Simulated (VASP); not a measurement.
LaBi3, 4 atoms in the cell. Symmetry: Pm-3m, No. 221, cubic system. Conventional cell: a = 5.012 Å, b = 5.012 Å, c = 5.012 Å, α = 90.00°, β = 90.00°, γ = 90.00°. La (site symmetry m-3m) has 12 Bi at 3.54 Å within 4.7 Å. Bi (site symmetry 4/mmm) has 4 La at 3.54 Å and 8 Bi at 3.54 Å within 4.7 Å. 

* Program: VASP 6.6.1
* Task: single point
* Functional: PBEsol
* Potentials or basis: VASP PAW PBE potentials, release 64 (La, Bi_d)
* Cutoff: 500 eV
* k mesh: 5 × 5 × 5
* Occupations: gaussian, width 0.1 eV
* Spin: no spin polarisation
* Dipole correction: no
* Further INCAR settings: ALGO = Normal; EDIFF = 1e-06; NBANDS = 36

Potentials or basis: VASP PAW PBE potentials, release 64 (La, Bi_d).

Run with:

```sh
$ cat potpaw_PBE.64/La/POTCAR potpaw_PBE.64/Bi_d/POTCAR > POTCAR
$ mpirun -np 1 vasp_std > vasp.out
```

Hardware: 1 thread of Intel(R) Xeon(R) Platinum 8259CL CPU @ 2.50GHz (Skylake/Cascade Lake), with other jobs on the host.

**Question.** Estimate the wall time of this run.

**Answer.** Wall time 56 s on 1 thread of Intel(R) Xeon(R) Platinum 8259CL CPU @ 2.50GHz (Skylake/Cascade Lake) (shared host), peak memory 0.26 GiB. Counts: scf iterations 16, k points 10.
